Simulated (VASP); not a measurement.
Input of a VASP 6.6.1 run:

Contents of POSCAR:

```
LiF
1.0
    0.0000000000      2.0050000000      2.0050000000
    2.0050000000      0.0000000000      2.0050000000
    2.0050000000      2.0050000000      0.0000000000
Li F
1 1
Direct
    0.0000000000      0.0000000000      0.0000000000
    0.5000000000      0.5000000000      0.5000000000
```

File INCAR.step1:

```
SYSTEM = LiF
  PREC = Accurate
  ENCUT = 500
  EDIFF = 1E-8
  ISMEAR = 0
  SIGMA = 0.01
  LREAL = .False.
  LASPH = .True.
  NELM = 80
  ALGO = Normal
  LWAVE = .True.
  LCHARG = .False.
  GGA = PE
```

Contents of INCAR.step2:

```
SYSTEM = LiF
  PREC = Accurate
  ENCUT = 500
  EDIFF = 1E-8
  ISMEAR = 0
  SIGMA = 0.01
  LREAL = .False.
  LASPH = .True.
  NELM = 1
  ALGO = Exact
  LWAVE = .True.
  LCHARG = .False.
  GGA = PE
  NBANDS = 80
  LOPTICS = .True.
  ISTART = 1
```

Contents of INCAR.step3:

```
SYSTEM = LiF
  PREC = Accurate
  ENCUT = 500
  EDIFF = 1E-8
  ISMEAR = 0
  SIGMA = 0.01
  LREAL = .False.
  LASPH = .True.
  ALGO = EVGW0
  LWAVE = .False.
  LCHARG = .False.
  GGA = PE
  NELMGW = 1
  NBANDS = 80
  ENCUTGW = 113.3
  NOMEGA = 96
  PRECFOCK = Fast
  ISTART = 1
  NBANDSGW = 12
  OMEGAMAX = 20
```

The input KPOINTS:

```
regular mesh
0
Gamma
  8 8 8
  0 0 0
```

Potentials or basis: VASP PAW PBE potentials, release 64 (Li_GW, F_GW).

Command:

```sh
$ cat potpaw_PBE.64/Li_GW/POTCAR potpaw_PBE.64/F_GW/POTCAR > POTCAR
$ cp INCAR.step1 INCAR
$ mpirun -np 1 vasp_std > vasp.out
$ cp INCAR.step2 INCAR
$ mpirun -np 1 vasp_std > vasp.out
$ cp INCAR.step3 INCAR
$ mpirun -np 1 vasp_std > vasp.out
```

Task: What does it give for the quasiparticle gap?

Result: 13.44 eV.

Task: Predict the least direct quasiparticle gap.

Result: 13.44 eV.

Task: What does it give for the least direct gap of the starting levels on the mesh?

Result: 9.17 eV.

Caveat: bands, screening cutoff and mesh are small and nothing is extrapolated, so the quasiparticle values aren't converged.
